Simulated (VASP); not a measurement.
Input of a VASP 6.6.1 run:

INCAR

```
ALGO = Normal ; EDIFF = 1E-6
ENCUT = 520 ; GGA = PS
ISIF = 2 ; ISMEAR = 0
LASPH = T ; LCHARG = T
LELF = T ; LREAL = F
LVHAR = T ; LWAVE = F
NBANDS = 16 ; NELM = 100
PREC = Accurate ; SIGMA = 0.15
```

The input KPOINTS:

```
k-points
0
Gamma
  21 21 10
```

File POSCAR:

```
ZnRe
1.0
    2.7482183437      0.0000000000      0.0000000000
   -1.3741091718      2.3800269008      0.0000000000
    0.0000000000      0.0000000000      4.4940660000
Zn Re
1 1
Direct
    0.0000000000      0.0000000000      0.0000000000
    0.4061077548      0.7394410881      0.5000000000
```

Potentials or basis: VASP PAW PBE potentials, release 64 (Zn, Re).

Command:

```bash
$ cat potpaw_PBE.64/Zn/POTCAR potpaw_PBE.64/Re/POTCAR > POTCAR
$ mpirun -np 1 vasp_std > vasp.out
```

Task: What does it give for the pressure?

Result: -8.5 GPa.

Task: What does it give for the largest force?

Result: 0.344 eV/Å.

Forces in eV/Å, atoms in the order of the input:
```
Zn   0.227  0.259  0.000
Re  -0.227 -0.259  0.000
```

Caveat: the cell differs from its parent crystal (all Re atoms moved -0.200 Å, as atom 2 towards its neighbour atom 2 (Re) at 2.748 Å); the PAW data sets were made with another functional, which shifts forces and pressure a little.
